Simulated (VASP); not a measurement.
# Mg4Cu (Pm-3m) in VASP: further runs, part 2 of 2

VASP 6.6.1.

## Step 3: Relaxation of cell and atoms, PBE

This run uses another cell than the first one, of 23.66 Å³/atom, 0.991 times its volume.

File INCAR:

```
SYSTEM = Mg4Cu
  PREC = Accurate
  ENCUT = 600
  EDIFF = 1E-6
  ISMEAR = 0
  SIGMA = 0.1
  LREAL = .FALSE.
  LASPH = .TRUE.
  NELM = 60
  ALGO = Fast
  ISIF = 3
  LWAVE = .FALSE.
  LCHARG = .FALSE.
  GGA = PE
  IBRION = 2
  NSW = 100
  EDIFFG = -0.01
```

File KPOINTS:

```
Automatic mesh
0
G
  8 8 8
  0 0 0
```

File POSCAR:

```
Mg4Cu
1.0
    4.9089762927      0.0000000000      0.0000000000
    0.0000000000      4.9089762927      0.0000000000
    0.0000000000      0.0000000000      4.9089762927
Mg Cu
4 1
Direct
    0.0000000000      0.0000000000      0.0000000000
    0.5000000000      0.5000000000      0.0000000000
    0.5000000000      0.0000000000      0.5000000000
    0.0000000000      0.5000000000      0.5000000000
    0.5000000000      0.5000000000      0.5000000000
```

Potentials or basis: VASP PAW PBE potentials, release 64 (Mg, Cu).

Run with:

```
> cat potpaw_PBE.64/Mg/POTCAR potpaw_PBE.64/Cu/POTCAR > POTCAR
> mpirun -np 1 vasp_std > vasp.out
```

OUTCAR:

```text
SYSTEM = Mg4Cu
   PREC = Accurate
   ENCUT = 600
   EDIFF = 1E-6
   ISMEAR = 0
   LREAL = .FALSE.
   LASPH = .TRUE.
   NELM = 60
   ISIF = 3
   GGA = PE
   IBRION = 2
   NSW = 100
   EDIFFG = -0.01

 ion  position               nearest neighbor table
   1  0.000  0.000  0.000-   2 3.47   3 3.47   4 3.47   3 3.47   4 3.47   2 3.47   4 3.47   4 3.47
                             2 3.47   3 3.47   3 3.47   2 3.47
   2  0.500  0.500  0.000-   5 2.45   5 2.45   4 3.47   1 3.47   3 3.47   4 3.47   3 3.47   1 3.47
                             3 3.47   3 3.47   1 3.47   4 3.47   4 3.47   1 3.47
   3  0.500  0.000  0.500-   5 2.45   5 2.45   4 3.47   1 3.47   1 3.47   2 3.47   2 3.47   4 3.47
                             2 3.47   2 3.47   1 3.47   4 3.47   1 3.47   4 3.47
   4  0.000  0.500  0.500-   5 2.45   5 2.45   3 3.47   1 3.47   1 3.47   2 3.47   1 3.47   3 3.47
                             1 3.47   2 3.47   3 3.47   2 3.47   2 3.47   3 3.47
   5  0.500  0.500  0.500-   2 2.45   3 2.45   4 2.45   2 2.45   3 2.45   4 2.45

  LATTYP: Found a simple cubic cell.
 ALAT       =     4.9089762927

  Lattice vectors:

 A1 = (   4.9089762927,   0.0000000000,   0.0000000000)
 A2 = (   0.0000000000,   4.9089762927,   0.0000000000)
 A3 = (   0.0000000000,   0.0000000000,   4.9089762927)

Analysis of symmetry for initial positions (statically):
=====================================================================
 Subroutine PRICEL returns:
 Original cell was already a primitive cell.

[... 293 lines left out ...]
--------------------------------------- Ionic step        4  -------------------------------------------

 number of electron      19.0000012 magnetization

 Free energy of the ion-electron system (eV)
  ---------------------------------------------------
  ext. energy  EPLUGINS =         0.00000000
  ---------------------------------------------------
  free energy    TOTEN  =        -8.99968430 eV

  energy without entropy =       -8.99037150  energy(sigma->0) =       -8.99502790

 E-fermi :   2.2914     XC(G=0):  -8.4198

 val. band max:        2.2860026286   @ k =   0.5000   0.3750   0.2500
 cond. band min:       2.3419701033   @ k =   0.5000   0.3750   0.3750
 fundamental gap:      0.0559674747
 Fermi energy:         2.2914091812

 k-point     1 :       0.0000    0.0000    0.0000
  band No.  band energies     occupation
      1      -4.3530      2.00000
      2      -1.4163      2.00000
      3      -1.4163      2.00000
      4      -1.0947      2.00000
      5      -1.0947      2.00000
      6      -1.0947      2.00000
      7       1.3312      2.00000
      8       1.5360      2.00000
      9       1.5360      2.00000
     10       1.5360      2.00000
     11       3.2696      0.00000
     12       3.2696      0.00000
     13       6.8083      0.00000
[... 354 lines left out ...]
  band No.  band energies     occupation
      1      -2.4832      2.00000
      2      -1.5672      2.00000
      3      -1.3060      2.00000
      4      -1.2213      2.00000
      5      -1.1805      2.00000
      6      -1.1466      2.00000
      7      -0.9394      2.00000
      8      -0.3102      2.00000
      9       0.5449      2.00000
     10       2.3967      0.13642
     11       3.4201      0.00000
     12       4.3527      0.00000
     13       4.8274      0.00000

 [... further k-points ...]
[... 5 lines left out ...]
  --------------------------------------------------------------------------------------
  -------------------------------------------------------------------------------------
  Total        0.0189090      0.0189090      0.0189090      0.0000000      0.0000000      0.0000000
  in kB        0.2540114      0.2540114      0.2540114      0.0000000      0.0000000      0.0000000
  external PRESSURE =       0.2540114 kB  Pullay stress =       0.0000000 kB
[... 20 lines left out ...]
  FREE ENERGIE OF THE ION-ELECTRON SYSTEM (eV)
  ---------------------------------------------------
  free  energy   TOTEN  =        -8.9996843006 eV

  energy  without entropy=       -8.9903715048  energy(sigma->0) =       -8.99502790

 reached required accuracy - stopping structural energy minimisation
```

CONTCAR:

```text
Mg4Cu
   1.00000000000000
     4.9223862840029033    0.0000000000000000   -0.0000000000000000
     0.0000000000000000    4.9223862840029033    0.0000000000000000
     0.0000000000000000    0.0000000000000000    4.9223862840029033
  Mg              Cu
     4     1
Direct
     0.0000000000000000    0.0000000000000000    0.0000000000000000
     0.5000000000000000    0.5000000000000000    0.0000000000000000
     0.5000000000000000    0.0000000000000000    0.5000000000000000
     0.0000000000000000    0.5000000000000000    0.5000000000000000
     0.5000000000000000    0.5000000000000000    0.5000000000000000

  0.00000000E+00  0.00000000E+00  0.00000000E+00
  0.00000000E+00  0.00000000E+00  0.00000000E+00
  0.00000000E+00  0.00000000E+00  0.00000000E+00
  0.00000000E+00  0.00000000E+00  0.00000000E+00
  0.00000000E+00  0.00000000E+00  0.00000000E+00
```

Wall time 2.9 min (1 thread of Intel Xeon Platinum 8259CL at 2.50GHz (Skylake/Cascade Lake), shared host); peak memory 0.29 GiB.

Results:

| Item | Value |
| --- | --- |
| Free energy | -8.9997 eV |
| Relaxed volume | 23.85 Å³/atom |
| Relaxed cell | a = 4.922 Å, b = 4.922 Å, c = 4.922 Å, α = 90.00°, β = 90.00°, γ = 90.00° |
| Space group after relaxing (to 0.05 Å) | Pm-3m (No. 221) |
| Energy gained by relaxing | 0.2 meV/atom |
| Ionic steps | 4 |
| Pressure after relaxing | 0.0 GPa |

Step by step:
```tsv
step	energy change (eV)	largest force (eV/Å)	pressure (GPa)	volume (Å³)
1	0.0000	0.0000	0.28	118.30
2	-0.0007	0.0000	0.11	119.00
3	-0.0007	0.0000	-0.07	119.45
4	-0.0008	0.0000	0.03	119.27
```

Final structure:
```cif
data_structure
_symmetry_space_group_name_H-M 'P 1'
_symmetry_Int_Tables_number 1
_cell_length_a 4.9224
_cell_length_b 4.9224
_cell_length_c 4.9224
_cell_angle_alpha 90.000
_cell_angle_beta 90.000
_cell_angle_gamma 90.000
_cell_volume 119.27
loop_
_atom_site_label
_atom_site_type_symbol
_atom_site_fract_x
_atom_site_fract_y
_atom_site_fract_z
_atom_site_occupancy
Mg1 Mg 0.00000 0.00000 0.00000 1
Mg2 Mg 0.50000 0.50000 0.00000 1
Mg3 Mg 0.50000 0.00000 0.50000 1
Mg4 Mg 0.00000 0.50000 0.50000 1
Cu1 Cu 0.50000 0.50000 0.50000 1
```

Levels at points of the mesh, in eV from the Fermi level:
```csv
k point,band 6,band 7,band 8,band 9,band 10,band 11,band 12,band 13
"(0.00, 0.00, 0.00)",-3.39,-0.96,-0.76,-0.76,-0.76,0.98,0.98,4.52
"(0.50, 0.00, 0.00)",-3.44,-3.38,0.23,0.23,0.78,1.48,1.57,1.57
"(0.50, 0.50, 0.00)",-3.42,-3.18,-3.18,-2.29,1.05,2.78,2.98,2.98
"(0.50, 0.50, 0.50)",-3.50,-2.01,-2.01,-2.01,-1.32,-0.87,-0.87,-0.87
```

Caveat: the bands computed are all filled at some k points, so no gap is given.
